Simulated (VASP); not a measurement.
**WSe2: single point with PBE**

WSe2:

```
W Se
1.0
     3.39866    0.00000    0.00000
    -1.69933    2.94332    0.00000
     0.00000    0.00000   13.54316
W Se
2 4
Direct
  0.33333 0.66667 0.25000
  0.66667 0.33333 0.75000
  0.66667 0.33333 0.37072
  0.66667 0.33333 0.12928
  0.33333 0.66667 0.87072
  0.33333 0.66667 0.62928
```

This cell differs from its parent crystal: strain +3.0%.

* Program: VASP 6.6.1
* Task: single point
* Functional: PBE
* Potentials or basis: VASP PAW PBE potentials, release 64 (W_sv, Se)
* Cutoff: 520 eV
* k mesh: 12 × 12 × 2
* Occupations: fermi-dirac, width 0.02 eV
* Spin: no spin polarisation

```json
{
  "Pressure": "-1.3 GPa",
  "Largest force": "0.277 eV/Å",
  "Band gap on the k mesh": "0.83 eV, indirect (least direct gap 1.20 eV)"
}
```

Forces in eV/Å, atoms in the order of the input:
```
W    0.000  0.000  0.000
W    0.000  0.000  0.000
Se   0.000  0.000  0.277
Se   0.000  0.000 -0.277
Se   0.000  0.000  0.277
Se   0.000  0.000 -0.277
```

Stress tensor (GPa, compression positive):
```
-3.39  0.00  0.00
 0.00 -3.39  0.00
 0.00  0.00  2.87
```

Levels at points of the mesh, in eV from the valence-band top:
```csv
k point,band 22,band 23,band 24,band 25,band 26,band 27,band 28,band 29,band 30,band 31
"(0.00, 0.00, 0.00)",-1.84,-1.84,-1.22,-0.73,0.00,2.33,2.33,2.35,2.35,2.54
"(0.50, 0.00, 0.00)",-2.21,-1.64,-1.53,-1.35,-1.24,1.66,1.69,2.02,2.10,2.89
"(0.00, 0.00, 0.50)",-1.85,-1.85,-1.85,-0.18,-0.18,2.33,2.33,2.33,2.33,2.59
"(0.50, 0.00, 0.50)",-2.28,-1.59,-1.59,-1.29,-1.29,1.67,1.67,2.07,2.07,3.20
```

Run time: 2.7 min on 1 thread of Intel Xeon 6975P-C (shared host), peak memory 0.37 GiB.

Caveat: the cell differs from its parent crystal (strain +3.0%); spin-orbit coupling is left out, which moves the levels of the heavy elements; this functional lacks dispersion, which binds the layers, so the pressure and a relaxed spacing across them are unreliable. A k mesh can miss the band edges.
